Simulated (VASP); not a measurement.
Here is a VASP 6.6.1 calculation.

The input INCAR:

```
SYSTEM = InP
ALGO = Normal
EDIFF = 1E-7
EDIFFG = -0.01
ENCUT = 600
GGA = PE
IBRION = 2
ISIF = 3
ISMEAR = 0
LASPH = .True.
LCHARG = .False.
LREAL = .False.
LWAVE = .False.
NELM = 60
NSW = 100
PREC = Accurate
SIGMA = 0.1
```

File KPOINTS:

```
k-points
0
Gamma
  18 18 12
  0 0 0
```

The input POSCAR:

```
InP
1.0
    1.8822485500     -2.4303857200      0.0000000000
    1.8822485500      2.4303857200      0.0000000000
    0.0000000000      0.0000000000      4.9449330200
In P
1 1
Direct
    0.5000000000      0.5000000000      0.5000000000
    0.0000000000      0.0000000000      0.0000000000
```

Potentials or basis: VASP PAW PBE potentials, release 64 (In_d, P).

The run is started by

```bash
$ cat potpaw_PBE.64/In_d/POTCAR potpaw_PBE.64/P/POTCAR > POTCAR
$ mpirun -np 1 vasp_std > vasp.out
```

**Question.** Predict the relaxed cell.

**Answer.** a = 3.610 Å, b = 3.610 Å, c = 3.751 Å, α = 90.00°, β = 90.00°, γ = 114.48°.

**Question.** Predict the relaxed volume.

**Answer.** 22.25 Å³/atom.

Final structure:
```
In P
1.0
     1.95353   -3.03596    0.00000
     1.95353    3.03596    0.00000
     0.00000    0.00000    3.75087
In P
1 1
Cartesian
  1.9535 0.0000 1.8754
  1.9535 3.0360 0.0000
```

Caveat: a cell axis changed by over 15 % at a fixed basis, so the end point is rough.
